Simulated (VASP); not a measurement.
# Al9O in VASP: further runs

Al9O is run at these levels: PBE; tasks: single point.

Program: VASP 6.6.1. These are calculated values, not measurements. Logs are shortened: lines on timing, memory, paths and dates and some standing lists are left out, and cuts for length are marked.

## (1) The cell of the first run

The cell holds a slab with vacuum, 10 atoms: a = 2.854 Å, b = 9.806 Å, c = 20.290 Å, α = 90.00°, β = 90.00°, γ = 98.37°.

## (2) Single point, PBE

Contents of INCAR:

```
SYSTEM = Al9O
PREC     = Accurate       ! precision mode
ENCUT    = 520            ! plane-wave cutoff, eV
EDIFF    = 1E-6           ! SCF threshold, eV
ISMEAR   = 0              ! smearing method
SIGMA    = 0.1            ! smearing width, eV
LREAL    = .FALSE.        ! projectors in reciprocal space
LASPH    = .TRUE.         ! aspherical terms in the spheres
NELM     = 120            ! most SCF steps
ALGO     = Normal         ! electronic algorithm
ISIF     = 2              ! what is computed and relaxed
LWAVE    = .FALSE.        ! write WAVECAR
LCHARG   = .TRUE.         ! write CHGCAR
LDIPOL   = .TRUE.       
IDIPOL   = 3            
DIPOL    = 0.5 0.5 0.330
GGA      = PE             ! functional
LELF     = .TRUE.         ! ELF
LVHAR    = .TRUE.       
LVACPOTAV= .TRUE.       
NBANDS   = 28             ! bands
GGA_COMPAT= .FALSE.      
NELMDL   = -8
```

Contents of KPOINTS:

```
Automatic mesh
0
G
  9 3 1
  0 0 0
```

Contents of POSCAR:

```
Al9O
1.0
    2.8535431553      0.0000000000      0.0000000000
   -1.4267715776      9.7014842380      0.0000000000
    0.0000000000      0.0000000000     20.2903703519
Al O
9 1
Direct
    0.5324432082      0.0648864163      0.1971378506
    0.6709612116      0.3419224231      0.2462112388
    0.2986648122      0.5973296244      0.2560259164
    0.9263684129      0.8527368258      0.2658405940
    0.0639544186      0.1277109169      0.3154271774
    0.1995835202      0.4042231294      0.3707799915
    0.8288001075      0.6596656514      0.3785021758
    0.4526153831      0.9110819252      0.3874246337
    0.5924854486      0.1814072004      0.4332286794
    1.0924854486      0.4314072004      0.4507591038
```

Potentials or basis: VASP PAW PBE potentials, release 64 (Al, O).

The run is started by

```console
$ cat potpaw_PBE.64/Al/POTCAR potpaw_PBE.64/O/POTCAR > POTCAR
$ mpirun -np 1 vasp_std > vasp.out
```

OUTCAR:

```text
SYSTEM = Al9O
   PREC = Accurate
   ENCUT = 520
   EDIFF = 1E-6
   ISMEAR = 0
   LREAL = .FALSE.
   LASPH = .TRUE.
   NELM = 120
   ISIF = 2
   GGA = PE
   NELMDL = -8

 ion  position               nearest neighbor table
   1  0.532  0.065  0.197-   5 2.86   5 2.86   4 2.87   4 2.87   2 2.87
   2  0.671  0.342  0.246-   3 2.87   3 2.87   1 2.87   5 2.89   5 2.89   6 2.96   6 2.97
   3  0.299  0.597  0.256-   2 2.87   2 2.87   4 2.87   4 2.87   7 2.93   7 2.93   6 2.99
   4  0.926  0.853  0.266-   5 2.85   1 2.87   1 2.87   3 2.87   3 2.87   8 2.90   8 2.91   7 2.96

   5  0.064  0.128  0.315-   9 2.83   9 2.83   4 2.85   1 2.86   1 2.86   2 2.89   2 2.89   6 2.91
                             8 2.93   8 2.93
   6  0.200  0.404  0.371-  10 1.68   7 2.86   7 2.87   9 2.88   9 2.89   5 2.91   2 2.96   2 2.97
                             3 2.99
   7  0.829  0.660  0.379-   8 2.83   8 2.83   6 2.86   6 2.87   3 2.93   3 2.93   4 2.96
   8  0.453  0.911  0.387-   9 2.78   7 2.83   7 2.83   4 2.90   4 2.91   5 2.93   5 2.93
   9  0.592  0.181  0.433-   8 2.78   5 2.83   5 2.83   6 2.88   6 2.89
  10  0.092  0.431  0.451-   6 1.68

  LATTYP: Found a base centered orthorhombic cell.
 ALAT       =     2.8535431553
 B/A-ratio  =     6.7996057603
 C/A-ratio  =     7.1105882223

  Lattice vectors:

 A1 = (   1.4267715776,  -9.7014842380,   0.0000000000)
 A2 = (   1.4267715777,   9.7014842380,   0.0000000000)
 A3 = (   0.0000000000,   0.0000000000,  20.2903703519)

Analysis of symmetry for initial positions (statically):
=====================================================================
 Subroutine PRICEL returns:
 Original cell was already a primitive cell.

 Routine SETGRP: Setting up the symmetry group for a
 base centered orthorhombic supercell.

 Subroutine GETGRP returns: Found  1 space group operations
 (whereof  1 operations were pure point group operations)
 out of a pool of  8 trial point group operations.

The static configuration has the point symmetry C_1 .

Analysis of symmetry for dynamics (positions and initial velocities):
=====================================================================
 Subroutine PRICEL returns:
 Original cell was already a primitive cell.

 Routine SETGRP: Setting up the symmetry group for a
 base centered orthorhombic supercell.

 Subroutine GETGRP returns: Found  1 space group operations
 (whereof  1 operations were pure point group operations)
 out of a pool of  8 trial point group operations.

The dynamic configuration has the point symmetry C_1 .

 Subroutine INISYM returns: Found  1 space group operations
[... 139 lines left out ...]
   ISMEAR =     0;   SIGMA  =   0.10  broadening in eV -4-tet -1-fermi 0-gaus
   EFERMI_NEDOS =   21; number of points for ismear=-14 and -15
   IALGO  =     38    algorithm
   IMIX   =      4    mixing-type and parameters
     AMIX     =   0.40;   BMIX     =  1.00
     AMIX_MAG =   1.60;   BMIX_MAG =  1.00
  volume/ion in A,a.u.               =      56.17       379.06
  Fermi-wavevector in a.u.,A,eV,Ry     =   0.636417  1.202654  5.510726  0.405027
  Thomas-Fermi vector in A             =   1.701081
   LORBIT       =      0    0 simple, 1 ext, 2 COOP (PROOUT), +10 PAW based schemes
   GGA     = PE    functional components
   LHFCALC =     F    Hartree Fock is set to
   AEXX    =    0.0000 exact exchange contribution
   IVDW    =     0    specifies the selected vdW correction
   LEPSILON=     F    determine dielectric tensor
   LRPA    =     F    only Hartree local field effects (RPA)
 non-spin polarized calculation
 Gauss-broadening in eV      SIGMA  =   0.10
  energy-cutoff  :      520.00
  volume of cell :      561.71
 maximum number of plane-waves:     15170
 NGX is ok and might be reduce to    24
   NGX = 11   NGY = 37   NGZ = 75

 dipolmoment           0.000000      0.000000     -0.014542 electrons x Angstroem

 number of electron      32.9999997 magnetization

 dipolmoment           0.000000      0.000000      0.169643 electrons x Angstroem

 Free energy of the ion-electron system (eV)
  ---------------------------------------------------
  ext. energy  EPLUGINS =         0.00000000
  ---------------------------------------------------
  free energy    TOTEN  =       -37.11797795 eV

  energy without entropy =      -37.09623501  energy(sigma->0) =      -37.10710648

 E-fermi :  -1.1904     XC(G=0):  -3.7935

 val. band max:       -1.2316282081   @ k =   0.3333   0.3333   0.0000
 cond. band min:      -1.1801241072   @ k =   0.2222   0.3333   0.0000
 fundamental gap:      0.0515041009
 Fermi energy:        -1.1904014107

 k-point     1 :       0.0000    0.0000    0.0000
  band No.  band energies     occupation
      1     -18.6129      2.00000
      2     -11.1562      2.00000
      3      -9.7154      2.00000
      4      -9.4477      2.00000
      5      -8.8285      2.00000
      6      -7.2207      2.00000
[... 423 lines left out ...]
     27       3.3195      0.00000
     28       3.5675      0.00000

------------------------ aborting loop because EDIFF is reached ----------------------------------------

  FORCE on cell =-STRESS in cart. coord.  units (eV):
  Direction    XX          YY          ZZ          XY          YZ          ZX
  --------------------------------------------------------------------------------------
  -------------------------------------------------------------------------------------
  Total       -5.0214548     -6.3229997      0.3857971      0.0068450     -0.2712680     -1.0219017
  in kB      -14.3227872    -18.0352075      1.1004160      0.0195240     -0.7737427     -2.9147889
  external PRESSURE =     -10.4191929 kB  Pullay stress =       0.0000000 kB

 VOLUME and BASIS-vectors are now :
 -----------------------------------------------------------------------------
  energy-cutoff  :      520.00
  volume of cell :      561.71
      direct lattice vectors                 reciprocal lattice vectors
     2.853543155  0.000000000  0.000000000     0.350441520  0.051538506  0.000000000
    -1.426771578  9.701484238  0.000000000     0.000000000  0.103077011  0.000000000
     0.000000000  0.000000000 20.290370352     0.000000000  0.000000000  0.049284463

 POSITION                                       TOTAL-FORCE (eV/Angst)
 -----------------------------------------------------------------------------------
      1.42677      0.62949      4.00000        -0.021623      0.158945      0.039192
      1.42677      3.31715      4.99572        -0.010351      0.137730      0.113973
      0.00000      5.79498      5.19486        -0.013937     -0.088198      0.099708
      1.42677      8.27281      5.39400         0.009087     -0.232215     -0.143150
      0.00028      1.23899      6.40013         0.036680      0.126009      0.081237
     -0.00721      3.92156      7.52326         0.480944     -0.084921     -1.221121
      1.42382      6.39974      7.67995         0.148243      0.042078      0.374187
     -0.00835      8.83885      7.86099         0.017993     -0.285857      0.066246
      1.43186      1.75992      8.79037         0.214162      0.557661      0.521421
     -0.35161      4.18529      9.14607        -0.861198     -0.331232      0.068306
 -----------------------------------------------------------------------------------
    total drift:                                0.000037     -0.000119     -0.000523

  FREE ENERGIE OF THE ION-ELECTRON SYSTEM (eV)
  ---------------------------------------------------
  free  energy   TOTEN  =       -37.1179779478 eV

  energy  without entropy=      -37.0962350104  energy(sigma->0) =      -37.10710648

 vacuum level on the upper side and lower side of the slab         4.070         2.961
```

OSZICAR:

```text
N       E                     dE             d eps       ncg     rms          rms(c)
DAV:   1     0.155432417400E+03    0.15543E+03   -0.95791E+03   784   0.805E+02
DAV:   2    -0.113884494304E+02   -0.16682E+03   -0.15493E+03  1124   0.154E+02
DAV:   3    -0.400137952014E+02   -0.28625E+02   -0.26687E+02  1096   0.566E+01
[... 21 lines left out ...]
DAV:  25    -0.371179566183E+02   -0.40353E-04   -0.22296E-06   816   0.455E-03    0.569E-04
DAV:  26    -0.371179707764E+02   -0.14158E-04   -0.72184E-07   780   0.248E-03    0.646E-04
DAV:  27    -0.371179760511E+02   -0.52748E-05   -0.22244E-07   660   0.146E-03    0.529E-04
DAV:  28    -0.371179774063E+02   -0.13552E-05   -0.92427E-08   648   0.112E-03    0.163E-04
DAV:  29    -0.371179779478E+02   -0.54143E-06   -0.31622E-08   632   0.775E-04
   1 F= -.37117978E+02 E0= -.37107106E+02  d E =-.217429E-01
```

stdout:

```text
POSCAR found type information on POSCAR AlO
 POSCAR found :  2 types and      10 ions
 scaLAPACK will be used
 LDA part: xc-table for (Slater+PW92), standard interpolation
 -----------------------------------------------------------------------------
[... 33 lines left out ...]
|     Did not find any points to average over, which means that no vacuum     |
|     field-free region was found. Please increase the size of  your cell     |
|     in the dimension of the dipole correction to obtain accurate            |
|     workfunction values.                                                    |
|                                                                             |
 -----------------------------------------------------------------------------
```

It took 4.8 min on 1 thread of Intel Xeon 6975P-C (Granite Rapids), shared host; peak memory 0.68 GiB.

Results:

* Free energy: -37.1180 eV
* Largest force: 1.315 eV/Å
* Band gap on the k mesh: zero (an odd number of electrons rules out a gap without spin polarisation)

Forces on the atoms (eV/Å):
```
Al  -0.022  0.159  0.039
Al  -0.010  0.138  0.114
Al  -0.014 -0.088  0.100
Al   0.009 -0.232 -0.143
Al   0.037  0.126  0.081
Al   0.481 -0.085 -1.221
Al   0.148  0.042  0.374
Al   0.018 -0.286  0.066
Al   0.214  0.558  0.521
O   -0.861 -0.331  0.068
```

Caveat: an odd number of electrons without spin polarisation forces a metal; a magnetic or distorted state may lie lower.

## (3) Single point, PBE

Contents of INCAR:

```
  PREC = Accurate
  ENCUT = 520
  EDIFF = 1E-6
  ISMEAR = 0
  SIGMA = 0.1
  LREAL = F
  LASPH = T
  NELM = 120
  ALGO = Normal
  ISIF = 2
  LWAVE = F
  LCHARG = F
  LDIPOL = T
  IDIPOL = 3
  DIPOL = 0.5 0.5 0.336
  GGA = PE
  NBANDS = 28
  GGA_COMPAT = F
  NELMDL = -8
```

Contents of KPOINTS:

```
Automatic mesh
0
Gamma
  9 3 1
```

POSCAR: that of step 2 with these lines changed.

```diff
@@ -17,2 +17,2 @@
     0.5924854486      0.1814072004      0.4332286794
-    1.0924854486      0.4314072004      0.4507591038
+    1.3424854486      0.1814072004      0.5056003728
```

Potentials or basis: VASP PAW PBE potentials, release 64 (Al, O).

The run is started by

```console
$ cat potpaw_PBE.64/Al/POTCAR potpaw_PBE.64/O/POTCAR > POTCAR
$ mpirun -np 1 vasp_std > vasp.out
```

OUTCAR:

```text
PREC = Accurate
   ENCUT = 520
   EDIFF = 1E-6
   ISMEAR = 0
   LREAL = F
   LASPH = T
   NELM = 120
   ISIF = 2
   GGA = PE
   NELMDL = -8

 ion  position               nearest neighbor table
   1  0.532  0.065  0.197-   5 2.86   5 2.86   4 2.87   4 2.87   2 2.87
   2  0.671  0.342  0.246-   3 2.87   3 2.87   1 2.87   5 2.89   5 2.89   6 2.96   6 2.97
   3  0.299  0.597  0.256-   2 2.87   2 2.87   4 2.87   4 2.87   7 2.93   7 2.93   6 2.99
   4  0.926  0.853  0.266-   5 2.85   1 2.87   1 2.87   3 2.87   3 2.87   8 2.90   8 2.91   7 2.96

   5  0.064  0.128  0.315-   9 2.83   9 2.83   4 2.85   1 2.86   1 2.86   2 2.89   2 2.89   6 2.91
                             8 2.93   8 2.93
   6  0.200  0.404  0.371-   7 2.86   7 2.87   9 2.88   9 2.89   5 2.91   2 2.96   2 2.97   3 2.99

   7  0.829  0.660  0.379-   8 2.83   8 2.83   6 2.86   6 2.87   3 2.93   3 2.93   4 2.96
   8  0.453  0.911  0.387-   9 2.78   7 2.83   7 2.83   4 2.90   4 2.91   5 2.93   5 2.93
   9  0.592  0.181  0.433-  10 1.63  10 2.60   8 2.78   5 2.83   5 2.83   6 2.88   6 2.89
  10  0.342  0.181  0.506-   9 1.63   9 2.60

  LATTYP: Found a base centered orthorhombic cell.
 ALAT       =     2.8535431553
 B/A-ratio  =     6.7996057603
 C/A-ratio  =     7.1105882223

  Lattice vectors:

 A1 = (   1.4267715776,  -9.7014842380,   0.0000000000)
 A2 = (   1.4267715777,   9.7014842380,   0.0000000000)
 A3 = (   0.0000000000,   0.0000000000,  20.2903703519)

Analysis of symmetry for initial positions (statically):
=====================================================================
 Subroutine PRICEL returns:
 Original cell was already a primitive cell.

 Routine SETGRP: Setting up the symmetry group for a
 base centered orthorhombic supercell.

 Subroutine GETGRP returns: Found  1 space group operations
 (whereof  1 operations were pure point group operations)
 out of a pool of  8 trial point group operations.

The static configuration has the point symmetry C_1 .

Analysis of symmetry for dynamics (positions and initial velocities):
[... 172 lines left out ...]
  volume of cell :      561.71
 maximum number of plane-waves:     15170
 NGX is ok and might be reduce to    24
   NGX = 11   NGY = 37   NGZ = 75

 number of electron      32.9999998 magnetization

 dipolmoment           0.000000      0.000000      0.424282 electrons x Angstroem

 Free energy of the ion-electron system (eV)
  ---------------------------------------------------
  ext. energy  EPLUGINS =         0.00000000
  ---------------------------------------------------
  free energy    TOTEN  =       -37.06371968 eV

  energy without entropy =      -37.04867935  energy(sigma->0) =      -37.05619952

 E-fermi :  -1.7399     XC(G=0):  -3.8123

 val. band max:       -1.8210050646   @ k =   0.4444   0.3333   0.0000
 cond. band min:      -1.6695514803   @ k =   0.3333  -0.0000   0.0000
 fundamental gap:      0.1514535843
 Fermi energy:        -1.7399311016

 k-point     1 :       0.0000    0.0000    0.0000
  band No.  band energies     occupation
      1     -18.3017      2.00000
      2     -11.7545      2.00000
      3     -10.2255      2.00000
      4     -10.0995      2.00000
      5      -9.3137      2.00000
      6      -7.6350      2.00000
[... 423 lines left out ...]
     27       2.9223      0.00000
     28       3.0803      0.00000

------------------------ aborting loop because EDIFF is reached ----------------------------------------

 vacuum level on the upper side and lower side of the slab       (xc-potential included)         1.271        -1.416

  FORCE on cell =-STRESS in cart. coord.  units (eV):
  Direction    XX          YY          ZZ          XY          YZ          ZX
  --------------------------------------------------------------------------------------
  -------------------------------------------------------------------------------------
  Total       -5.1540859     -4.9239044      0.7722067      1.1824062     -0.2927067     -2.9192816
  in kB      -14.7010934    -14.0445423      2.2025794      3.3725988     -0.8348927     -8.3267203
  external PRESSURE =      -8.8476854 kB  Pullay stress =       0.0000000 kB

 VOLUME and BASIS-vectors are now :
 -----------------------------------------------------------------------------
  energy-cutoff  :      520.00
  volume of cell :      561.71
      direct lattice vectors                 reciprocal lattice vectors
     2.853543155  0.000000000  0.000000000     0.350441520  0.051538506  0.000000000
    -1.426771578  9.701484238  0.000000000     0.000000000  0.103077011  0.000000000
     0.000000000  0.000000000 20.290370352     0.000000000  0.000000000  0.049284463

 POSITION                                       TOTAL-FORCE (eV/Angst)
 -----------------------------------------------------------------------------------
      1.42677      0.62949      4.00000         0.007425      0.131281     -0.033636
      1.42677      3.31715      4.99572         0.000107      0.139053     -0.035490
      0.00000      5.79498      5.19486        -0.015976     -0.121160      0.002292
      1.42677      8.27281      5.39400         0.004994     -0.185106     -0.154414
      0.00028      1.23899      6.40013        -0.062050      0.091149      0.120770
     -0.00721      3.92156      7.52326         0.006683      0.218841     -0.123663
      1.42382      6.39974      7.67995         0.008965     -0.080223      0.100849
     -0.00835      8.83885      7.86099        -0.005237     -0.378697     -0.082789
      1.43186      1.75992      8.79037         2.138668      0.284509      0.119135
      0.71847      1.75992     10.25882        -2.083579     -0.099646      0.086946
 -----------------------------------------------------------------------------------
    total drift:                                0.000062     -0.000020      0.000522

  FREE ENERGIE OF THE ION-ELECTRON SYSTEM (eV)
  ---------------------------------------------------
  free  energy   TOTEN  =       -37.0637196788 eV

  energy  without entropy=      -37.0486793534  energy(sigma->0) =      -37.05619952

 vacuum level on the upper side and lower side of the slab         5.153         2.378
```

stdout:

```text
POSCAR found type information on POSCAR AlO
 POSCAR found :  2 types and      10 ions
 scaLAPACK will be used
 LDA part: xc-table for (Slater+PW92), standard interpolation
 -----------------------------------------------------------------------------
|                                                                             |
|           W    W    AA    RRRRR   N    N  II  N    N   GGGG   !!!           |
|           W    W   A  A   R    R  NN   N  II  NN   N  G    G  !!!           |
|           W    W  A    A  R    R  N N  N  II  N N  N  G       !!!           |
|           W WW W  AAAAAA  RRRRR   N  N N  II  N  N N  G  GGG   !            |
|           WW  WW  A    A  R   R   N   NN  II  N   NN  G    G                |
|           W    W  A    A  R    R  N    N  II  N    N   GGGG   !!!           |
|                                                                             |
|     Your reciprocal lattice and k-lattice belong to different lattice       |
|     classes:                                                                |
|                                                                             |
|        The reciprocal lattice is base centered orthorhombic,                |
|        whereas your k-lattice is simple monoclinic.                         |
|                                                                             |
|     Results are often still useful ...                                      |
|                                                                             |
 -----------------------------------------------------------------------------

 POSCAR, INCAR and KPOINTS ok, starting setup
 FFT: planning ... GRIDC
 FFT: planning ... GRID_SOFT
 FFT: planning ... GRID
 WAVECAR not read
 entering main loop
```

Wall time 4.9 min (1 thread of Intel Xeon 6975P-C (Granite Rapids), shared host); peak memory 0.68 GiB.

Results:

- Free energy: -37.0637 eV
- Largest force: 2.161 eV/Å
- Band gap on the k mesh: zero (an odd number of electrons rules out a gap without spin polarisation)

Forces on the atoms (eV/Å):
```
Al   0.007  0.131 -0.034
Al   0.000  0.139 -0.035
Al  -0.016 -0.121  0.002
Al   0.005 -0.185 -0.154
Al  -0.062  0.091  0.121
Al   0.007  0.219 -0.124
Al   0.009 -0.080  0.101
Al  -0.005 -0.379 -0.083
Al   2.139  0.285  0.119
O   -2.084 -0.100  0.087
```

Levels at points of the mesh, in eV from the Fermi level:
```tsv
k point	band 13	band 14	band 15	band 16	band 17	band 18	band 19	band 20
(0.00, 0.00, 0.00)	-1.80	-1.59	-1.04	-0.69	-0.17	0.28	2.09	2.23
```

Caveat: an odd number of electrons without spin polarisation forces a metal; a magnetic or distorted state may lie lower.

(Continued in part 2 of 2.)
